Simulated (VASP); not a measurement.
Input of a VASP 6.6.1 run:

INCAR

```
SYSTEM = AlN
PREC     = Accurate       ! precision mode
ENCUT    = 520            ! plane-wave cutoff, eV
EDIFF    = 1E-7           ! SCF threshold, eV
ISMEAR   = 0              ! smearing method
SIGMA    = 0.05           ! smearing width, eV
LREAL    = .False.        ! projectors in reciprocal space
LASPH    = .True.         ! aspherical terms in the spheres
NELM     = 100            ! most SCF steps
ALGO     = Normal         ! electronic algorithm
ISIF     = 2              ! what is computed and relaxed
LWAVE    = .False.        ! write WAVECAR
LCHARG   = .False.        ! write CHGCAR
GGA      = PE             ! functional
NBANDS   = 11             ! bands
```

KPOINTS

```
regular mesh
0
Gamma
  10 10 10
  0 0 0
```

POSCAR

```
AlN
1.0
    0.0000000000      2.1829884494      2.1829884494
    2.1829884494      0.0000000000      2.1829884494
    2.1829884494      2.1829884494      0.0000000000
Al N
1 1
Direct
   -0.0045751888      0.0045751888      0.0045751888
    0.7588131387      0.7411868613      0.7411868613
```

Potentials or basis: VASP PAW PBE potentials, release 64 (Al, N).

Run with:

```console
$ cat potpaw_PBE.64/Al/POTCAR potpaw_PBE.64/N/POTCAR > POTCAR
$ mpirun -np 1 vasp_std > vasp.out
```

Task: Predict the band gap on the k mesh.

Result: 3.17 eV, indirect (least direct gap 4.05 eV).

Task: Estimate the pressure.

Result: 5.3 GPa.

Task: Estimate the largest force.

Result: 0.859 eV/Å.

Stress tensor (GPa, compression positive):
```
 4.87  0.00  0.00
 0.00  5.55 -4.24
 0.00 -4.24  5.55
```

A k mesh can miss the band edges. Expect the measured gap to be larger: semilocal functionals such as PBE lack the derivative discontinuity.
